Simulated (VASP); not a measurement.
# Cs8Sn3Pb5Br24 (P1) in VASP: relaxation of volume and atoms at fixed shape with PBEsol

Aim: the relaxation of volume and atoms at fixed shape of Cs8Sn3Pb5Br24 with PBEsol.

Everything below comes from runs of VASP 6.6.1. Logs are shortened: lines on timing, memory, paths and dates and some standing lists are left out, and cuts for length are marked.

**1. The cell of the first run**

The typed cell holds 40 atoms: a = 11.663 Å, b = 11.663 Å, c = 11.663 Å, α = 90.00°, β = 90.00°, γ = 90.00°.

**2. Relaxation of volume and atoms at fixed shape, PBEsol**

INCAR reads:

```
PREC = Accurate
ENCUT = 500
EDIFF = 1E-7
ISMEAR = -1
SIGMA = 0.05
LREAL = Auto
LASPH = True
NELM = 120
ALGO = Normal
ISIF = 8
LWAVE = False
LCHARG = False
GGA = PS
IBRION = 2
NSW = 100
EDIFFG = -0.03
ISYM = -1
GGA_COMPAT = False
NELMIN = 4
```

KPOINTS reads:

```
explicit points
1
Reciprocal
  0.25000000   0.25000000   0.25000000 1
```

POSCAR reads:

```
Cs8Sn3Pb5Br24
1.0
   11.6632650000      0.0000000000      0.0000000000
    0.0000000000     11.6632650000      0.0000000000
    0.0000000000      0.0000000000     11.6632650000
Cs Sn Pb Br
8 3 5 24
Direct
    0.0020910000      0.9977970000      0.0023310000
    0.0006310000      0.0019630000      0.5044810000
    0.0013360000      0.4979100000      0.0011850000
    0.9977510000      0.4991820000      0.5005420000
    0.5009120000      0.0024290000      0.0023400000
    0.4996570000      0.0014740000      0.5001600000
    0.4999860000      0.4984730000      0.0002320000
    0.5003820000      0.5016530000      0.4970390000
    0.2498320000      0.2493240000      0.2506300000
    0.2503890000      0.2497310000      0.7494170000
    0.2496390000      0.7468240000      0.7541000000
    0.2498930000      0.7501000000      0.2492230000
    0.7537900000      0.2484170000      0.2507660000
    0.7473670000      0.2501290000      0.7518360000
    0.7511410000      0.7506220000      0.2505310000
    0.7527320000      0.7494400000      0.7491330000
    0.2490310000      0.2489600000      0.0008960000
    0.2507550000      0.2517110000      0.4980410000
    0.2510490000      0.7496160000      0.9992720000
    0.2505710000      0.7476960000      0.4985030000
    0.7511390000      0.2495970000      0.9976810000
    0.7481880000      0.2526540000      0.4987380000
    0.7511220000      0.7474750000      0.0017010000
    0.7490460000      0.7503780000      0.4991340000
    0.9970570000      0.2517780000      0.2503880000
    0.0002240000      0.2511650000      0.7492130000
    0.9995320000      0.7495420000      0.2469910000
    0.0016850000      0.7509220000      0.7502540000
    0.4994940000      0.2489740000      0.2494310000
    0.4974710000      0.2503200000      0.7494860000
    0.5023260000      0.7493670000      0.2485710000
    0.5030540000      0.7475170000      0.7480440000
    0.2532760000      0.9991190000      0.2511120000
    0.2511190000      0.9970240000      0.7515930000
    0.2499130000      0.5005230000      0.2500970000
    0.2529070000      0.5017750000      0.7501910000
    0.7469310000      0.9989530000      0.2533460000
    0.7507830000      0.0015210000      0.7499920000
    0.7485960000      0.5004920000      0.2509190000
    0.7498020000      0.5032140000      0.7485250000
```

Potentials or basis: VASP PAW PBE potentials, release 64 (Cs_sv, Sn_d, Pb_d, Br).

Launch:

```console
cat potpaw_PBE.64/Cs_sv/POTCAR potpaw_PBE.64/Sn_d/POTCAR potpaw_PBE.64/Pb_d/POTCAR potpaw_PBE.64/Br/POTCAR > POTCAR
mpirun -np 1 vasp_std > vasp.out
```

OUTCAR:

```text
PREC = Accurate
   ENCUT = 500
   EDIFF = 1E-7
   ISMEAR = -1
   LREAL = Auto
   LASPH = True
   NELM = 120
   ISIF = 8
   GGA = PS
   IBRION = 2
   NSW = 100
   EDIFFG = -0.03
   ISYM = -1
   NELMIN = 4

 ion  position               nearest neighbor table
   1  0.002  0.998  0.002-
   2  0.001  0.002  0.504-
   3  0.001  0.498  0.001-
   4  0.998  0.499  0.501-
   5  0.501  0.002  0.002-
   6  0.500  0.001  0.500-
   7  0.500  0.498  0.000-
   8  0.500  0.502  0.497-
   9  0.250  0.249  0.251-  18 2.89  29 2.91  17 2.91  33 2.92  35 2.93  25 2.95
  10  0.250  0.250  0.749-  30 2.88  26 2.92  18 2.93  17 2.93  36 2.94  34 2.95
  11  0.250  0.747  0.754-  36 2.86  19 2.86  28 2.89  34 2.92  32 2.96  20 2.98
  12  0.250  0.750  0.249-  33 2.90  20 2.91  35 2.91  19 2.92  27 2.92  31 2.94
  13  0.754  0.248  0.251-  25 2.84  22 2.89  37 2.91  39 2.94  21 2.95  29 2.97
  14  0.747  0.250  0.752-  21 2.87  38 2.90  30 2.91  26 2.95  22 2.95  40 2.95
  15  0.751  0.751  0.251-  37 2.90  27 2.90  24 2.90  31 2.90  23 2.90  39 2.92
  16  0.753  0.749  0.749-  40 2.87  28 2.90  32 2.91  24 2.92  38 2.94  23 2.95
  17  0.249  0.249  0.001-   9 2.91  10 2.93
  18  0.251  0.252  0.498-   9 2.89  10 2.93
  19  0.251  0.750  0.999-  11 2.86  12 2.92
  20  0.251  0.748  0.499-  12 2.91  11 2.98
  21  0.751  0.250  0.998-  14 2.87  13 2.95
  22  0.748  0.253  0.499-  13 2.89  14 2.95
[... 16 lines left out ...]
  39  0.749  0.500  0.251-  15 2.92  13 2.94
  40  0.750  0.503  0.749-  16 2.87  14 2.95

IMPORTANT INFORMATION: All symmetrisations will be switched off!
NOSYMM: (Re-)initialisation of all symmetry stuff for point group C_1.

----------------------------------------------------------------------------------------

                                     Primitive cell

  volume of cell :    1586.5744

  direct lattice vectors                    reciprocal lattice vectors
    11.663265000  0.000000000  0.000000000     0.085739285  0.000000000  0.000000000
     0.000000000 11.663265000  0.000000000     0.000000000  0.085739285  0.000000000
     0.000000000  0.000000000 11.663265000     0.000000000  0.000000000  0.085739285

  length of vectors
    11.663265000 11.663265000 11.663265000     0.085739285  0.085739285  0.085739285

  position of ions in fractional coordinates (direct lattice)
     0.002091000  0.997797000  0.002331000
     0.000631000  0.001963000  0.504481000
     0.001336000  0.497910000  0.001185000
     0.997751000  0.499182000  0.500542000
     0.500912000  0.002429000  0.002340000
     0.499657000  0.001474000  0.500160000
[... 32 lines left out ...]
     0.748596000  0.500492000  0.250919000
     0.749802000  0.503214000  0.748525000

  ion indices of the primitive-cell ions
   primitive index   ion index
                 1           1
                 2           2
                 3           3
                 4           4
                 5           5
                 6           6
[... 32 lines left out ...]
                39          39
                40          40

----------------------------------------------------------------------------------------

 KPOINTS: explicit points

Read explicit list of k-points.

 Found      1 k-points:

 Following reciprocal coordinates:
            Coordinates               Weight
  0.250000  0.250000  0.250000      1.000000
   k-points           NKPTS =      1   k-points in BZ     NKDIM =      1   number of bands    NBANDS=    211
   number of dos      NEDOS =    301   number of ions     NIONS =     40
   total plane-waves  NPLWV = 729000
   dimension x,y,z NGX =    90 NGY =   90 NGZ =   90
   dimension x,y,z NGXF=   180 NGYF=  180 NGZF=  180
   ions per type =               8   3   5  24
   NGX,Y,Z   is equivalent  to a cutoff of  12.83, 12.83, 12.83 a.u.
   NGXF,Y,Z  is equivalent  to a cutoff of  25.66, 25.66, 25.66 a.u.
 SYSTEM =  unknown system
   PREC   = accura    normal or accurate (medium, high low for compatibility)
   ISTART =      0    job   : 0-new  1-cont  2-samecut
   ICHARG =      2    charge: 1-file 2-atom 10-const
   ISPIN  =      1    spin polarized calculation?
   LNONCOLLINEAR =      F non collinear calculations
   LSORBIT =      F    spin-orbit coupling
   LASPH  =      T    aspherical Exc in radial PAW
   ENCUT  =  500.0 eV  36.75 Ry    6.06 a.u.  21.26 21.26 21.26*2*pi/ulx,y,z
   NELM   =    120;   NELMIN=  4; NELMDL= -5     # of ELM steps
   EDIFF  = 0.1E-06   stopping-criterion for ELM
   LREAL  =      T    real-space projection
   EDIFFG = -.3E-01   stopping-criterion for IOM
   NSW    =    100    number of steps for IOM
   IBRION =      2    ionic relax: 0-MD 1-quasi-New 2-CG
   NFREE  =      1    steps in history (QN), initial steepest desc. (CG)
   ISIF   =      8    stress and relaxation
   ISYM   =     -1    0-nonsym 1-usesym 2-fastsym
   POTIM  = 0.5000    time-step for ionic-motion
   TEBEG  =    0.0;   TEEND  =   0.0 temperature during run
   PSTRESS=    0.0 pullay stress
   NELECT =     352.0000    total number of electrons
   NUPDOWN=      -1.0000    fix difference up-down
   EMIN   =  10.00;   EMAX   =-10.00  energy-range for DOS
   EFERMI =   0.00;   METHOD = LEGACY
   ISMEAR =    -1;   SIGMA  =   0.05  broadening in eV -4-tet -1-fermi 0-gaus
   EFERMI_NEDOS =   21; number of points for ismear=-14 and -15
   IALGO  =     38    algorithm
   IMIX   =      4    mixing-type and parameters
     AMIX     =   0.40;   BMIX     =  1.00
     AMIX_MAG =   1.60;   BMIX_MAG =  1.00
  volume/ion in A,a.u.               =      39.66       267.67
  Fermi-wavevector in a.u.,A,eV,Ry     =   0.991065  1.872842 13.363782  0.982210
  Thomas-Fermi vector in A             =   2.122780
   LORBIT       =      0    0 simple, 1 ext, 2 COOP (PROOUT), +10 PAW based schemes
   GGA     = PS    functional components
   LHFCALC =     F    Hartree Fock is set to
   AEXX    =    0.0000 exact exchange contribution
   IVDW    =     0    specifies the selected vdW correction
   LEPSILON=     F    determine dielectric tensor
   LRPA    =     F    only Hartree local field effects (RPA)
 conjugate gradient relaxation of ions
 non-spin polarized calculation
  energy-cutoff  :      500.00
  volume of cell :     1586.57
 maximum number of plane-waves:     40300
 NGX is ok and might be reduce to    90
   NGX = 43   NGY = 43   NGZ = 43

--------------------------------------- Ionic step        1  -------------------------------------------

 number of electron     351.9999975 magnetization

 Free energy of the ion-electron system (eV)
  ---------------------------------------------------
  ext. energy  EPLUGINS =         0.00000000
  ---------------------------------------------------
  free energy    TOTEN  =      -134.70994701 eV

  energy without entropy =     -134.70994701  energy(sigma->0) =     -134.70994701

------------------------ aborting loop because EDIFF is reached ----------------------------------------

  FORCE on cell =-STRESS in cart. coord.  units (eV):
  Direction    XX          YY          ZZ          XY          YZ          ZX
  --------------------------------------------------------------------------------------
  -------------------------------------------------------------------------------------
  Total       -0.9967813     -1.0556295     -1.0105762     -0.3150167     -0.3443997     -0.3331348
  in kB       -1.0065840     -1.0660110     -1.0205146     -0.3181147     -0.3477867     -0.3364110
  external PRESSURE =      -1.0310365 kB  Pullay stress =       0.0000000 kB

 VOLUME and BASIS-vectors are now :
 -----------------------------------------------------------------------------
  energy-cutoff  :      500.00
  volume of cell :     1586.57
      direct lattice vectors                 reciprocal lattice vectors
    11.663265000  0.000000000  0.000000000     0.085739285  0.000000000  0.000000000
     0.000000000 11.663265000  0.000000000     0.000000000  0.085739285  0.000000000
     0.000000000  0.000000000 11.663265000     0.000000000  0.000000000  0.085739285
[... 411 lines left out ...]
      8.71808      5.81583      2.92128         0.000670      0.010490     -0.000213
      8.73344      5.83187      8.71648         0.007985     -0.003346      0.003823
 -----------------------------------------------------------------------------------
    total drift:                                0.006989     -0.012409      0.008201

  FREE ENERGIE OF THE ION-ELECTRON SYSTEM (eV)
  ---------------------------------------------------
  free  energy   TOTEN  =      -134.8079178690 eV

  energy  without entropy=     -134.8079178690  energy(sigma->0) =     -134.80791787

--------------------------------------- Ionic step        7  -------------------------------------------

 number of electron     351.9999981 magnetization

 Free energy of the ion-electron system (eV)
  ---------------------------------------------------
  ext. energy  EPLUGINS =         0.00000000
  ---------------------------------------------------
  free energy    TOTEN  =      -134.80918578 eV

  energy without entropy =     -134.80918578  energy(sigma->0) =     -134.80918578

 E-fermi :   2.1330     XC(G=0):  -7.9096

 val. band max:        0.8551182122   @ k =   0.2500   0.2500   0.2500
 cond. band min:       3.4346133613   @ k =   0.2500   0.2500   0.2500
 fundamental gap:      2.5794951491
 Fermi energy:         2.1330325847

 k-point     1 :       0.2500    0.2500    0.2500
  band No.  band energies     occupation
      1     -20.1044      2.00000
      2     -20.0942      2.00000
      3     -20.0869      2.00000
      4     -20.0806      2.00000
      5     -20.0791      2.00000
      6     -20.0787      2.00000
[... 180 lines left out ...]
    187       4.2462      0.00000
    188       4.2494      0.00000
 [bands above 188 left out]

------------------------ aborting loop because EDIFF is reached ----------------------------------------

  FORCE on cell =-STRESS in cart. coord.  units (eV):
  Direction    XX          YY          ZZ          XY          YZ          ZX
  --------------------------------------------------------------------------------------
  -------------------------------------------------------------------------------------
  Total       -0.2423981     -0.0885244     -0.1265805     -0.3472291     -0.3579230     -0.3784824
  in kB       -0.2461383     -0.0898904     -0.1285337     -0.3525869     -0.3634457     -0.3843224
  external PRESSURE =      -0.1548541 kB  Pullay stress =       0.0000000 kB

 VOLUME and BASIS-vectors are now :
 -----------------------------------------------------------------------------
  energy-cutoff  :      500.00
  volume of cell :     1577.83
      direct lattice vectors                 reciprocal lattice vectors
    11.641801896  0.000000000  0.000000000     0.085897356  0.000000000  0.000000000
     0.000000000 11.641801896  0.000000000     0.000000000  0.085897356  0.000000000
     0.000000000  0.000000000 11.641801896     0.000000000  0.000000000  0.085897356
[... 41 lines left out ...]
      8.71666      5.81565      2.92077         0.001542      0.003996     -0.000143
      8.73266      5.83030      8.71533         0.007057     -0.001483      0.004001
 -----------------------------------------------------------------------------------
    total drift:                                0.013971     -0.010628      0.005252

  FREE ENERGIE OF THE ION-ELECTRON SYSTEM (eV)
  ---------------------------------------------------
  free  energy   TOTEN  =      -134.8091857804 eV

  energy  without entropy=     -134.8091857803  energy(sigma->0) =     -134.80918578

 reached required accuracy - stopping structural energy minimisation
```

Wall time 48 min (1 thread of Intel Xeon 6975P-C (Granite Rapids), shared host); peak memory 1.7 GiB.

What came out:

```
Free energy                           : -134.8092 eV
Relaxed volume                        : 39.45 Å³/atom
Relaxed cell                          : a = 11.642 Å, b = 11.642 Å, c = 11.642 Å, α = 90.00°, β = 90.00°, γ = 90.00°
Space group after relaxing (to 0.1 Å) : Pm (No. 6)
Energy gained by relaxing             : 2.5 meV/atom
Ionic steps                           : 7
Pressure after relaxing               : 0.0 GPa
Largest force after relaxing          : 0.022 eV/Å
Band gap on the k mesh                : 2.58 eV
```

Forces in eV/Å, atoms in the order of the input:
```
Cs   0.017  0.003 -0.010
Cs   0.013  0.001  0.007
Cs   0.014  0.000 -0.006
Cs   0.018 -0.004  0.007
Cs  -0.019  0.000 -0.007
Cs  -0.011  0.001  0.005
Cs  -0.015  0.005 -0.011
Cs  -0.015 -0.003  0.015
Sn  -0.019 -0.001  0.000
Sn   0.004  0.011  0.000
Sn   0.005  0.007 -0.017
Pb  -0.004  0.001 -0.014
Pb   0.001 -0.005 -0.007
Pb   0.001  0.002 -0.002
Pb   0.000  0.005  0.001
Pb   0.014  0.004  0.003
Br  -0.001  0.000  0.000
Br  -0.005 -0.015  0.009
Br   0.005  0.005  0.020
Br  -0.005  0.003  0.015
Br  -0.006  0.002  0.004
Br   0.002 -0.006  0.005
Br  -0.002  0.011  0.002
Br   0.010 -0.001 -0.003
Br   0.000 -0.016 -0.001
Br   0.000 -0.006 -0.011
Br  -0.003  0.005  0.004
Br  -0.015 -0.009 -0.009
Br   0.017  0.012 -0.003
Br   0.016 -0.003  0.014
Br   0.001 -0.007  0.002
Br  -0.009  0.018  0.009
Br  -0.016 -0.011 -0.004
Br  -0.003  0.005 -0.015
Br   0.009  0.004 -0.003
Br  -0.016 -0.007  0.009
Br   0.009 -0.003 -0.011
Br  -0.001 -0.011 -0.002
Br   0.002  0.004  0.000
Br   0.007 -0.001  0.004
```

Step by step:
| step | energy change (eV) | largest force (eV/Å) | pressure (GPa) | volume (Å³) |
| --- | --- | --- | --- | --- |
| 1 | 0.0000 | 0.4426 | -0.10 | 1586.57 |
| 2 | -0.0531 | 0.2878 | -0.04 | 1580.72 |
| 3 | -0.0905 | 0.0837 | 0.14 | 1566.84 |
| 4 | -0.0930 | 0.0801 | 0.10 | 1569.62 |
| 5 | -0.0977 | 0.0488 | 0.00 | 1576.77 |
| 6 | -0.0980 | 0.0443 | -0.03 | 1578.63 |
| 7 | -0.0992 | 0.0219 | -0.02 | 1577.83 |

Final structure:
```cif
data_structure
_symmetry_space_group_name_H-M 'P 1'
_symmetry_Int_Tables_number 1
_cell_length_a 11.6418
_cell_length_b 11.6418
_cell_length_c 11.6418
_cell_angle_alpha 90.000
_cell_angle_beta 90.000
_cell_angle_gamma 90.000
_cell_volume 1577.83
loop_
_atom_site_label
_atom_site_type_symbol
_atom_site_fract_x
_atom_site_fract_y
_atom_site_fract_z
_atom_site_occupancy
Cs1 Cs 0.00235 0.99782 0.00197 1
Cs2 Cs 0.00092 0.00184 0.50475 1
Cs3 Cs 0.00139 0.49796 0.00116 1
Cs4 Cs 0.99808 0.49922 0.50059 1
Cs5 Cs 0.50062 0.00222 0.00225 1
Cs6 Cs 0.49943 0.00117 0.50022 1
Cs7 Cs 0.49989 0.49879 0.00017 1
Cs8 Cs 0.50013 0.50188 0.49721 1
Sn1 Sn 0.25047 0.24988 0.25010 1
Sn2 Sn 0.24942 0.24908 0.74991 1
Sn3 Sn 0.25173 0.74847 0.75075 1
Pb1 Pb 0.25086 0.74952 0.25071 1
Pb2 Pb 0.75004 0.24966 0.25005 1
Pb3 Pb 0.74894 0.25106 0.74978 1
Pb4 Pb 0.75065 0.74966 0.25012 1
Pb5 Pb 0.75136 0.75077 0.75021 1
Br1 Br 0.24898 0.24903 0.99965 1
Br2 Br 0.25053 0.25128 0.49963 1
Br3 Br 0.25102 0.74963 0.99688 1
Br4 Br 0.25021 0.74780 0.50255 1
Br5 Br 0.75095 0.24960 0.99983 1
Br6 Br 0.74832 0.25244 0.49981 1
Br7 Br 0.75118 0.74788 0.00001 1
Br8 Br 0.74954 0.75041 0.50020 1
Br9 Br 0.00279 0.25122 0.25034 1
Br10 Br 0.00213 0.25108 0.74885 1
Br11 Br 0.00087 0.74983 0.24703 1
Br12 Br 0.00492 0.75062 0.75014 1
Br13 Br 0.49669 0.24922 0.24923 1
Br14 Br 0.49582 0.25026 0.74989 1
Br15 Br 0.50045 0.74923 0.24850 1
Br16 Br 0.49889 0.74799 0.74850 1
Br17 Br 0.25265 0.00277 0.25092 1
Br18 Br 0.25098 0.99928 0.75130 1
Br19 Br 0.25005 0.49683 0.24983 1
Br20 Br 0.25234 0.49912 0.75059 1
Br21 Br 0.74737 0.99986 0.25301 1
Br22 Br 0.75080 0.00104 0.74992 1
Br23 Br 0.74874 0.49955 0.25089 1
Br24 Br 0.75011 0.50081 0.74862 1
```

Caveat: the PAW data sets were made with another functional, which shifts forces and pressure a little; spin-orbit coupling is left out, which moves the levels of the heavy elements; a shifted mesh leaves out Γ, where band edges can lie.
